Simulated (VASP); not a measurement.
A run of VASP 6.6.1:

The input INCAR:

```
ALGO     = Normal         # electronic algorithm
EDIFF    = 1E-6           # SCF threshold, eV
EDIFFG   = -0.002         # ionic threshold
ENCUT    = 600            # plane-wave cutoff, eV
GGA      = PS             # functional
IBRION   = 2              # ionic algorithm
ISIF     = 3              # what is computed and relaxed
ISMEAR   = 0              # smearing method
LASPH    = T              # aspherical terms in the spheres
LCHARG   = F              # write CHGCAR
LREAL    = F              # projectors in reciprocal space
LWAVE    = F              # write WAVECAR
NELM     = 80             # most SCF steps
NSW      = 100            # ionic steps
PREC     = Accurate       # precision mode
PSTRESS  = 20.0         
SIGMA    = 0.01           # smearing width, eV
```

Contents of KPOINTS:

```
k-points
0
Gamma
  8 8 8
```

Contents of POSCAR:

```
InP
1.0
    2.9392821591      2.9392821591      0.0000000000
   -2.9392821591      2.9392821591      0.0000000000
    0.0000000000      2.9392821591      2.9392821591
In P
1 1
Direct
    0.0000000000      0.0000000000      0.0000000000
    0.7500000000      0.2500000000      0.5000000000
```

Potentials or basis: VASP PAW PBE potentials, release 64 (In_d, P).

Command:

```console
$ cat potpaw_PBE.64/In_d/POTCAR potpaw_PBE.64/P/POTCAR > POTCAR
$ mpirun -np 1 vasp_std > vasp.out
```

Hardware: 1 thread of Intel(R) Xeon(R) Platinum 8259CL CPU @ 2.50GHz (Skylake/Cascade Lake), with other jobs on the host.

Problem. Estimate the wall time of this run.

Solution. Run time: 2.4 min on 1 thread of Intel(R) Xeon(R) Platinum 8259CL CPU @ 2.50GHz (Skylake/Cascade Lake), with other jobs on the host, peak memory 0.22 GiB. Counts: scf iterations 57, k points 29, ion steps 15.
